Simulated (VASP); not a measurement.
# Os (Fm-3m) in VASP: a series of runs, part 2 of 2

VASP 6.6.1. Earlier steps stand in the parts before.

**3. Relaxation of cell and atoms, LDA, target pressure 10 GPa, at which the enthalpy is minimised**

INCAR reads:

```
PREC = Accurate
ENCUT = 600
EDIFF = 1E-7
ISMEAR = 0
SIGMA = 0.05
LREAL = False
LASPH = True
NELM = 120
ALGO = Normal
ISIF = 3
LWAVE = False
LCHARG = False
GGA = CA
IBRION = 2
NSW = 60
EDIFFG = -0.01
PSTRESS = 100.0
GGA_COMPAT = False
NELMIN = 4
```

KPOINTS reads:

```
Automatic mesh
0
Gamma
  21 21 21
```

POSCAR reads:

```
Os
1.0
    0.0000000000      1.9100000000      1.9100000000
    1.9100000000      0.0000000000      1.9100000000
    1.9100000000      1.9100000000      0.0000000000
Os
1
Direct
    0.0000000000      0.0000000000      0.0000000000
```

Potentials or basis: VASP PAW LDA potentials, release 64 (Os).

The run is started by

```console
> cat potpaw_LDA.64/Os/POTCAR > POTCAR
> mpirun -np 1 vasp_std > vasp.out
```

OUTCAR:

```text
PREC = Accurate
   ENCUT = 600
   EDIFF = 1E-7
   ISMEAR = 0
   LREAL = False
   LASPH = True
   NELM = 120
   ISIF = 3
   GGA = CA
   IBRION = 2
   NSW = 60
   EDIFFG = -0.01
   PSTRESS = 100.0
   NELMIN = 4

 ion  position               nearest neighbor table
   1  0.000  0.000  0.000-

  LATTYP: Found a face centered cubic cell.
 ALAT       =     3.8200000000

  Lattice vectors:

 A1 = (   0.0000000000,   1.9100000000,   1.9100000000)
 A2 = (   1.9100000000,   0.0000000000,   1.9100000000)
 A3 = (   1.9100000000,   1.9100000000,   0.0000000000)

Analysis of symmetry for initial positions (statically):
=====================================================================
 Subroutine PRICEL returns:
 Original cell was already a primitive cell.

 Routine SETGRP: Setting up the symmetry group for a
 face centered cubic supercell.

 Subroutine GETGRP returns: Found 48 space group operations
 (whereof 48 operations were pure point group operations)
 out of a pool of 48 trial point group operations.

The static configuration has the point symmetry O_h .

Analysis of symmetry for dynamics (positions and initial velocities):
=====================================================================
 Subroutine PRICEL returns:
 Original cell was already a primitive cell.

 Routine SETGRP: Setting up the symmetry group for a
 face centered cubic supercell.

 Subroutine GETGRP returns: Found 48 space group operations
 (whereof 48 operations were pure point group operations)
 out of a pool of 48 trial point group operations.

The dynamic configuration has the point symmetry O_h .

 Subroutine INISYM returns: Found 48 space group operations
 (whereof 48 operations are pure point group operations),
 and found     1 'primitive' translations

----------------------------------------------------------------------------------------

                                     Primitive cell

  volume of cell :      13.9357

  direct lattice vectors                    reciprocal lattice vectors
     0.000000000  1.910000000  1.910000000    -0.261780105  0.261780105  0.261780105
     1.910000000  0.000000000  1.910000000     0.261780105 -0.261780105  0.261780105
     1.910000000  1.910000000  0.000000000     0.261780105  0.261780105 -0.261780105

  length of vectors
     2.701147904  2.701147904  2.701147904     0.453416442  0.453416442  0.453416442

  position of ions in fractional coordinates (direct lattice)
     0.000000000  0.000000000  0.000000000

  ion indices of the primitive-cell ions
   primitive index   ion index
                 1           1

----------------------------------------------------------------------------------------

 KPOINTS: Automatic mesh

Automatic generation of k-mesh.
 Grid dimensions read from file:
 generate k-points for:   21   21   21

 Generating k-lattice:

  Cartesian coordinates                     Fractional coordinates (reciprocal lattice)
    -0.012465719  0.012465719  0.012465719     0.047619048  0.000000000  0.000000000
     0.012465719 -0.012465719  0.012465719     0.000000000  0.047619048  0.000000000
     0.012465719  0.012465719 -0.012465719     0.000000000  0.000000000  0.047619048

  Length of vectors
     0.021591259  0.021591259  0.021591259

  Shift w.r.t. Gamma in fractional coordinates (k-lattice)
     0.000000000  0.000000000  0.000000000

 Subroutine IBZKPT returns following result:
 ===========================================

 Found    286 irreducible k-points:

 Following reciprocal coordinates:
            Coordinates               Weight
  0.000000  0.000000  0.000000      1.000000
  0.047619  0.000000  0.000000      8.000000
  0.095238  0.000000  0.000000      8.000000
  0.142857  0.000000  0.000000      8.000000
  0.190476  0.000000  0.000000      8.000000
  0.238095  0.000000  0.000000      8.000000
[... 16 lines left out ...]
 -0.428571  0.047619  0.000000     24.000000
 -0.380952  0.047619  0.000000     24.000000
 [... further k-points ...]
   k-points           NKPTS =    286   k-points in BZ     NKDIM =    286   number of bands    NBANDS=      8
   number of dos      NEDOS =    301   number of ions     NIONS =      1
   total plane-waves  NPLWV =  13824
   dimension x,y,z NGX =    24 NGY =   24 NGZ =   24
   dimension x,y,z NGXF=    48 NGYF=   48 NGZF=   48
   ions per type =               1
   NGX,Y,Z   is equivalent  to a cutoff of  14.77, 14.77, 14.77 a.u.
   NGXF,Y,Z  is equivalent  to a cutoff of  29.54, 29.54, 29.54 a.u.
 SYSTEM =  unknown system
   PREC   = accura    normal or accurate (medium, high low for compatibility)
   ISTART =      0    job   : 0-new  1-cont  2-samecut
   ICHARG =      2    charge: 1-file 2-atom 10-const
   ISPIN  =      1    spin polarized calculation?
   LNONCOLLINEAR =      F non collinear calculations
   LSORBIT =      F    spin-orbit coupling
   LASPH  =      T    aspherical Exc in radial PAW
   ENCUT  =  600.0 eV  44.10 Ry    6.64 a.u.   5.39  5.39  5.39*2*pi/ulx,y,z
   NELM   =    120;   NELMIN=  4; NELMDL= -5     # of ELM steps
   EDIFF  = 0.1E-06   stopping-criterion for ELM
   LREAL  =      F    real-space projection
   EDIFFG = -.1E-01   stopping-criterion for IOM
   NSW    =     60    number of steps for IOM
   IBRION =      2    ionic relax: 0-MD 1-quasi-New 2-CG
   NFREE  =      1    steps in history (QN), initial steepest desc. (CG)
   ISIF   =      3    stress and relaxation
   ISYM   =      2    0-nonsym 1-usesym 2-fastsym
   POTIM  = 0.5000    time-step for ionic-motion
   TEBEG  =    0.0;   TEEND  =   0.0 temperature during run
   PSTRESS=  100.0 pullay stress
   NELECT =       8.0000    total number of electrons
   NUPDOWN=      -1.0000    fix difference up-down
   EMIN   =  10.00;   EMAX   =-10.00  energy-range for DOS
   EFERMI =   0.00;   METHOD = LEGACY
   ISMEAR =     0;   SIGMA  =   0.05  broadening in eV -4-tet -1-fermi 0-gaus
   EFERMI_NEDOS =   21; number of points for ismear=-14 and -15
   IALGO  =     38    algorithm
   IMIX   =      4    mixing-type and parameters
     AMIX     =   0.40;   BMIX     =  1.00
     AMIX_MAG =   1.60;   BMIX_MAG =  1.00
  volume/ion in A,a.u.               =      13.94        94.04
  Fermi-wavevector in a.u.,A,eV,Ry     =   1.360593  2.571147 25.187274  1.851212
  Thomas-Fermi vector in A             =   2.487242
   LORBIT       =      0    0 simple, 1 ext, 2 COOP (PROOUT), +10 PAW based schemes
   GGA     = CA    functional components
   LHFCALC =     F    Hartree Fock is set to
   AEXX    =    0.0000 exact exchange contribution
   IVDW    =     0    specifies the selected vdW correction
   LEPSILON=     F    determine dielectric tensor
   LRPA    =     F    only Hartree local field effects (RPA)
 conjugate gradient relaxation of ions
 non-spin polarized calculation
 Gauss-broadening in eV      SIGMA  =   0.05
  energy-cutoff  :      600.00
  volume of cell :       13.94
 maximum number of plane-waves:       483
 NGX is ok and might be reduce to    24
   NGX = 11   NGY = 11   NGZ = 11

--------------------------------------- Ionic step        1  -------------------------------------------

 number of electron       8.0000000 magnetization

 Free energy of the ion-electron system (eV)
  ---------------------------------------------------
  ext. energy  EPLUGINS =         0.00000000
  ---------------------------------------------------
  free energy    TOTEN  =       -12.51034697 eV

  energy without entropy =      -12.50937409  energy(sigma->0) =      -12.50986053

------------------------ aborting loop because EDIFF is reached ----------------------------------------

  FORCE on cell =-STRESS in cart. coord.  units (eV):
  Direction    XX          YY          ZZ          XY          YZ          ZX
  --------------------------------------------------------------------------------------
  -------------------------------------------------------------------------------------
  Total       -0.4187027     -0.4187027     -0.4187027     -0.0000000      0.0000000     -0.0000000
  in kB      -48.1377997    -48.1377997    -48.1377997     -0.0000000      0.0000000     -0.0000000
  external PRESSURE =    -148.1377997 kB  Pullay stress =     100.0000000 kB
[... 24 lines left out ...]
--------------------------------------- Ionic step        2  -------------------------------------------

 number of electron       8.0000000 magnetization

 E-fermi :  12.5148     XC(G=0): -15.3064

 val. band max:       12.5031032092   @ k =  -0.4762   0.3333   0.1429
 cond. band min:      12.5201700978   @ k =  -0.4286   0.4286   0.0000
 fundamental gap:      0.0170668886
 Fermi energy:        12.5147557888

 k-point     1 :       0.0000    0.0000    0.0000
  band No.  band energies     occupation
      1       0.0333      2.00000
      2       8.5304      2.00000
      3       8.5304      2.00000
      4       8.5304      2.00000
      5      12.6653      0.00002
      6      12.6653      0.00002
      7      26.5978      0.00000
      8      33.6314      0.00000
[... 363 lines left out ...]
--------------------------------------- Ionic step        5  -------------------------------------------

 number of electron       8.0000001 magnetization

 Free energy of the ion-electron system (eV)
  ---------------------------------------------------
  ext. energy  EPLUGINS =         0.00000000
  ---------------------------------------------------
  free energy    TOTEN  =       -12.50372899 eV

  energy without entropy =      -12.50283088  energy(sigma->0) =      -12.50327994

 E-fermi :   9.7980     XC(G=0): -14.3834

 val. band max:        9.7966877984   @ k =   0.3333   0.2857   0.0476
 cond. band min:       9.8089274943   @ k =   0.4762   0.3810   0.0000
 fundamental gap:      0.0122396959
 Fermi energy:         9.7979565712

 k-point     1 :       0.0000    0.0000    0.0000
  band No.  band energies     occupation
      1      -1.2399      2.00000
      2       6.6503      2.00000
      3       6.6503      2.00000
      4       6.6503      2.00000
      5       9.8868      0.01195
      6       9.8868      0.01195
      7      24.1340      0.00000
      8      30.1249      0.00000
[... 285 lines left out ...]
  energy  without entropy=      -12.5028308793  energy(sigma->0) =      -12.50327994

  enthalpy is  TOTEN    =       -11.6616597533 eV   P V=        0.8420692375

 reached required accuracy - stopping structural energy minimisation
```

OSZICAR:

```text
N       E                     dE             d eps       ncg     rms          rms(c)
DAV:   1     0.350216921454E+02    0.35022E+02   -0.47017E+03  4656   0.105E+03
DAV:   2    -0.123759403464E+02   -0.47398E+02   -0.45410E+02  4728   0.230E+02
[... 38 lines left out ...]
DAV:   6    -0.125042611985E+02   -0.64600E-08   -0.62415E-09  2408   0.928E-04
   4 F= -.11661654E+02 E0= -.11661204E+02  d E =-.211072E-01
       N       E                     dE             d eps       ncg     rms          rms(c)
DAV:   1    -0.125037397489E+02    0.52144E-03   -0.33425E-04  5240   0.168E-01    0.651E-02
DAV:   2    -0.125037307461E+02    0.90027E-05   -0.14165E-05  5744   0.378E-02    0.233E-02
DAV:   3    -0.125037289557E+02    0.17905E-05   -0.65256E-06  6032   0.245E-02    0.163E-03
DAV:   4    -0.125037289908E+02   -0.35129E-07   -0.57931E-08  2848   0.188E-03
   5 F= -.11661660E+02 E0= -.11661211E+02  d E =-.211130E-01
```

Wall time 69 s (1 thread of AMD EPYC 9R45 (Zen 5), shared host); peak memory 0.15 GiB.

Results:

| Property | Result |
| --- | --- |
| Free energy | -12.5037 eV |
| Relaxed volume | 13.49 Å³/atom |
| Relaxed cell | a = 2.672 Å, b = 2.672 Å, c = 2.672 Å, α = 60.00°, β = 60.00°, γ = 60.00° |
| Space group after relaxing (to 0.1 Å) | Fm-3m (No. 225) |
| Energy change on relaxing (the run minimises the enthalpy) | +6.6 meV/atom |
| Ionic steps | 5 |
| Pressure after relaxing | 10.0 GPa |
| Band gap on the k mesh | zero (bands 4 and 5 overlap by 4.35 eV) |

Step by step:
```
step  energy change (eV)  largest force (eV/Å)  pressure (GPa)  volume (Å³)
   1              0.0000                0.0000           -4.81        13.94
   2              0.7488                0.0000          125.09        11.50
   3              0.0046                0.0000            8.77        13.53
   4              0.0061                0.0000            9.73        13.50
   5              0.0066                0.0000           10.05        13.49
```

Final structure:
```yaml
crystal:
  lattice:
    - [0.00000, 1.88948, 1.88948]
    - [1.88948, 0.00000, 1.88948]
    - [1.88948, 1.88948, 0.00000]
  atoms:
    - { symbol: Os, position: [0.00000, 0.00000, 0.00000] }
```

Levels at points of the mesh, in eV from the Fermi level:
```tsv
k point	band 1	band 2	band 3	band 4	band 5	band 6	band 7	band 8
(0.00, 0.00, 0.00)	-11.04	-3.15	-3.15	-3.15	0.09	0.09	14.34	20.33
```

Caveat: the cell is relaxed towards a set pressure, so the run minimises the enthalpy, not the energy; spin-orbit coupling is left out, which moves the levels of the heavy elements.
